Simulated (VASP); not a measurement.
## MgS: single point with PBEsol

MgS:

```xyz
2
Lattice="0.0000 2.8258 2.8258 2.8258 0.0000 2.8258 2.8258 2.8258 0.0000" Properties=species:S:1:pos:R:3 pbc="T T T"
Mg    0.0000    0.0000    0.0000
S     1.4129    1.4129    1.4129
```

```json
{
  "Program": "VASP 6.6.1",
  "Task": "single point",
  "Functional": "PBEsol",
  "Potentials or basis": "VASP PAW PBE potentials, release 64 (Mg, S)",
  "Cutoff": "600 eV",
  "k mesh": "8 × 8 × 8",
  "Occupations": "gaussian, width 0.02 eV",
  "Spin": "no spin polarisation"
}
```

* Pressure: -0.1 GPa
* Band gap on the k mesh: 3.32 eV

Levels at points of the mesh, in eV from the valence-band top:
| k point | band 2 | band 3 | band 4 | band 5 | band 6 | band 7 |
| --- | --- | --- | --- | --- | --- | --- |
| (0.00, 0.00, 0.00) | 0.00 | 0.00 | 0.00 | 3.32 | 7.89 | 7.89 |
| (0.50, 0.00, 0.00) | -3.20 | -0.33 | -0.33 | 5.01 | 7.55 | 7.55 |
| (0.50, 0.50, 0.00) | -2.87 | -1.06 | -1.06 | 3.71 | 5.55 | 11.08 |

Run time: 9 s on 1 thread of Intel(R) Xeon(R) Platinum 8259CL CPU @ 2.50GHz (Skylake/Cascade Lake), on a shared host, peak memory 0.18 GiB.

Caveat: the PAW data sets were made with another functional, which shifts forces and pressure a little. A k mesh can miss the band edges.
